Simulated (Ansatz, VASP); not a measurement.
**Pd: VASP beside Ansatz**

```xyz
1
Lattice="0.0000 1.9731 1.9731 1.9731 0.0000 1.9731 1.9731 1.9731 0.0000" Properties=species:S:1:pos:R:3 pbc="T T T"
Pd    0.0000    0.0000    0.0000
```

Alike in both runs: functional PBE; k mesh 19 × 19 × 19; occupations fermi-dirac, width 0.1 eV; no spin polarisation.

Ansatz relaxed the structure, and its values are those at the end. VASP's run is a single point on that final structure, the one shown.

```csv
,VASP,Ansatz
version,VASP 6.6.1,Ansatz 0.2.0
potentials or method,"VASP PAW PBE potentials, release 64 (Pd)","PAW with Ansatz's default frozen-core files, scalar-relativistic"
plane-wave cutoff (eV),520,420
valence electrons in the cell,10,18
```

Ansatz gave:

```
pressure (GPa) : 0.0
```

Q: Estimate VASP's values.

A: Pressure (GPa): -0.3.

VASP's potentials hold 10 valence electrons a cell and Ansatz's 18, so a difference there can come from the potentials and not from the codes.
